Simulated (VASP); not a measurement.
Runs of VASP 6.6.1 on Tc. The structure is that of space group Fm-3m (No. 225), or close to it. The cells are those of the table. 

```csv
cell,gap on the mesh (eV),pressure (GPa)
"a = 2.785, b = 2.785, c = 2.813 Å, angles 59.7, 59.7, 60.7°, 1 atom",none,-20.3
"a = 2.730, b = 2.730, c = 2.703 Å, angles 60.3, 60.3, 59.3°, 1 atom",none,1.5
"a = 2.758 Å, angles 60.0°, 1 atom",none,(a)
"a = 2.744, b = 2.744, c = 2.730 Å, angles 60.2, 60.2, 59.7°, 1 atom",none,(b)
"a = 2.772, b = 2.772, c = 2.785 Å, angles 59.8, 59.8, 60.3°, 1 atom",none,-15.7
```

Alike in all rows: task single point; level r2SCAN; potentials or basis VASP PAW PBE potentials, release 64 (Tc_pv); no spin polarisation; k mesh 15 × 15 × 15; cutoff (eV) 550; smearing fermi-dirac 0.1 eV.

Fill in the values left out.

(a) -10.6; (b) -4.9.

Caveats: the PAW data sets were made with another functional, which shifts forces and pressure a little; the cell stands under tension (at least some runs).

A k mesh can miss the band edges, and the runs leave out spin-orbit coupling on Tc.

A gap of «none» marks levels without a gap at the run's occupations.
